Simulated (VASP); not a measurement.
Mo12N: relaxation of the atoms with PBE

Mo12N, a slab with vacuum:

```xyz
13
Lattice="5.4740 0.0000 0.0000 -1.8247 5.1610 0.0000 0.0000 0.0000 19.8082" Properties=species:S:1:pos:R:3 pbc="T T T"
Mo    0.9123    1.2902    4.0000
Mo    0.0000    3.8707    4.0000
Mo    3.6494    1.2902    4.0000
Mo    2.7370    3.8707    4.0000
Mo    0.0000    0.0000    6.1542
Mo   -0.9123    2.5805    6.1542
Mo    2.7370    0.0000    6.1542
Mo    1.8247    2.5805    6.1542
Mo    0.9123    1.2902    8.3082
Mo    0.0000    3.8707    8.3082
Mo    3.6494    1.2902    8.3082
Mo    2.7370    3.8707    8.3082
N     1.8247    2.5805    9.4282
```

- Program: VASP 6.6.1
- Task: relaxation of the atoms
- Functional: PBE
- Potentials or basis: VASP PAW PBE potentials, release 64 (Mo_sv, N)
- Cutoff: 520 eV
- k mesh: 5 × 5 × 1
- Occupations: gaussian, width 0.1 eV
- Spin: no spin polarisation
- Dipole correction: yes
- Atoms held fixed (from 0): [0, 1, 2, 3, 4, 5, 6, 7, 8, 9, 10, 11]
- Further INCAR settings: ALGO = Normal; EDIFF = 1e-07; NELMDL = -8; IBRION = 2; EDIFFG = -0.025; NSW = 36
- Atoms held along some axes (from 0): atom 12 along a and b

| Quantity | Value |
| --- | --- |
| Energy gained by relaxing | 0.0 meV/atom |
| Ionic steps | 3 |
| Band gap on the k mesh | zero (an odd number of electrons rules out a gap without spin polarisation) |

Step by step:
| step | energy change (eV) | largest force on free atoms (eV/Å) | pressure (GPa) |
| --- | --- | --- | --- |
| 1 | 0.0000 | 0.1185 | -1.26 |
| 2 | -0.0004 | 0.0263 | -1.29 |
| 3 | -0.0004 | 0.0023 | -1.30 |

Final structure:
```yaml
crystal:
  lattice:
    - [5.47404, 0.00000, 0.00000]
    - [-1.82468, 5.16098, 0.00000]
    - [0.00000, 0.00000, 19.80821]
  atoms:
    - { symbol: Mo, position: [0.25000, 0.25000, 0.20194] }
    - { symbol: Mo, position: [0.25000, 0.75000, 0.20194] }
    - { symbol: Mo, position: [0.75000, 0.25000, 0.20194] }
    - { symbol: Mo, position: [0.75000, 0.75000, 0.20194] }
    - { symbol: Mo, position: [0.00000, 0.00000, 0.31069] }
    - { symbol: Mo, position: [0.00000, 0.50000, 0.31069] }
    - { symbol: Mo, position: [0.50000, 0.00000, 0.31069] }
    - { symbol: Mo, position: [0.50000, 0.50000, 0.31069] }
    - { symbol: Mo, position: [0.25000, 0.25000, 0.41943] }
    - { symbol: Mo, position: [0.25000, 0.75000, 0.41943] }
    - { symbol: Mo, position: [0.75000, 0.25000, 0.41943] }
    - { symbol: Mo, position: [0.75000, 0.75000, 0.41943] }
    - { symbol: N, position: [0.50000, 0.50000, 0.47635] }
```

Levels at points of the mesh, in eV from the Fermi level:
```tsv
k point	band 83	band 84	band 85	band 86	band 87	band 88	band 89	band 90	band 91	band 92
(0.00, 0.00, 0.00)	0.18	0.25	0.64	0.79	0.80	1.26	1.26	1.30	1.35	1.47
```

It took 18 min on 8 MPI ranks on Intel(R) Xeon(R) Platinum 8259CL CPU @ 2.50GHz (Skylake/Cascade Lake), with other jobs on the host, peak memory 0.88 GiB a rank.
